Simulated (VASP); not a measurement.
## AlN: single point with PBEsol

Crystal: AlN.

```
CELL_PARAMETERS angstrom
0.00000 2.24973 2.24973
2.24973 0.00000 2.24973
2.24973 2.24973 0.00000
ATOMIC_POSITIONS crystal
Al 0.00000 0.00000 0.00000
N 0.75000 0.75000 0.75000
```

This cell differs from its parent crystal: strained.

```json
{"Program": "VASP 6.6.1", "Task": "single point", "Functional": "PBEsol", "Potentials or basis": "VASP PAW PBE potentials, release 64 (Al, N)", "Cutoff": "520 eV", "k mesh": "10 × 10 × 10", "Occupations": "gaussian, width 0.02 eV", "Spin": "no spin polarisation"}
```

The pressure is -14.1 GPa. The band gap on the k mesh is 3.14 eV, indirect (least direct gap 3.37 eV).

Levels at points of the mesh, in eV from the valence-band top:
| k point | band 1 | band 2 | band 3 | band 4 | band 5 | band 6 | band 7 | band 8 | band 9 |
| --- | --- | --- | --- | --- | --- | --- | --- | --- | --- |
| (0.00, 0.00, 0.00) | -14.46 | 0.00 | 0.00 | 0.00 | 3.37 | 11.62 | 11.62 | 11.62 | 16.89 |
| (0.50, 0.00, 0.00) | -12.63 | -5.55 | -0.47 | -0.47 | 6.50 | 9.17 | 10.49 | 10.49 | 16.70 |
| (0.50, 0.50, 0.00) | -12.06 | -4.68 | -1.69 | -1.69 | 3.14 | 7.95 | 12.73 | 14.56 | 14.56 |

Run time: 21 s on 1 thread of AMD EPYC 7R13, with other jobs on the host, peak memory 0.11 GiB.

Caveat: the cell differs from its parent crystal (strained); the PAW data sets were made with another functional, which shifts forces and pressure a little. A k mesh can miss the band edges.
